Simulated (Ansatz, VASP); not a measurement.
# PbI2: VASP beside Ansatz

```
Pb I
1.0
     4.66416    0.00000    0.00000
    -2.33208    4.03929    0.00000
     0.00000    0.00000   31.19562
Pb I
1 2
Direct
  0.00000 0.00000 0.28850
  0.33333 0.66667 0.34821
  0.66667 0.33333 0.22879
```

Change from the starting cell: species swapped into a sheet of the PbI2 type.

Alike in both runs: functional PBE; k mesh 6 × 6 × 1; occupations gaussian, width 0.1 eV; no spin polarisation.

Ansatz relaxed the structure, and its values are those at the end. VASP's run is a single point on that final structure, the one shown.

```csv
,VASP,Ansatz
version,VASP 6.6.1,Ansatz 0.2.0
potentials or method,"VASP PAW PBE potentials, release 64 (Pb_d, I), cutoff 400 eV","scalar-relativistic, plane waves, PAW"
valence electrons in the cell,28,48
```

|  | VASP | Ansatz | Ansatz less VASP |
| --- | --- | --- | --- |
| gap on the k mesh at the Fermi level (eV) | 2.54 | 2.54 | +0.002 |
| least direct gap on the mesh (eV) | 2.88 | 2.88 | 0.000 |

VASP's potentials hold 28 valence electrons a cell and Ansatz's 48, so a difference there can come from the potentials and not from the codes. Ansatz's warnings: slab cell height set.

Neither program's run includes spin-orbit coupling.
